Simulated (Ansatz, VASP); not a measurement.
**RbCd in VASP and in Ansatz**

```
Rb Cd
1.0
     0.00000    4.40303    4.40303
     4.40303    0.00000    4.40303
     4.40303    4.40303    0.00000
Rb Cd
2 2
Direct
  0.50000 0.50000 0.50000
  0.75000 0.75000 0.75000
  0.00000 0.00000 0.00000
  0.25000 0.25000 0.25000
```

Alike in both runs: functional PBE; k mesh 10 × 10 × 10; occupations gaussian, width 0.1 eV; no spin polarisation.

Ansatz relaxed the structure, and its values are those at the end. VASP's run is a single point on that final structure, the one shown.

|  | VASP | Ansatz |
| --- | --- | --- |
| version | VASP 6.6.1 | Ansatz 0.2.0 |
| potentials or method | VASP PAW PBE potentials, release 64 (Rb_sv, Cd), cutoff 520 eV | scalar-relativistic, plane waves, PAW |
| valence electrons in the cell | 42 | 58 |

```tsv
	VASP	Ansatz	Ansatz less VASP
gap on the k mesh at the Fermi level (eV)	none	none	-
pressure (GPa)	0.0	0.0	-0.02
```

A gap of «none» marks a metal or a gap that the smearing closes. The functional is the same, so the differences come from potentials, cutoffs and numerics. VASP's potentials hold 42 valence electrons a cell and Ansatz's 58, so a difference there can come from the potentials and not from the codes.
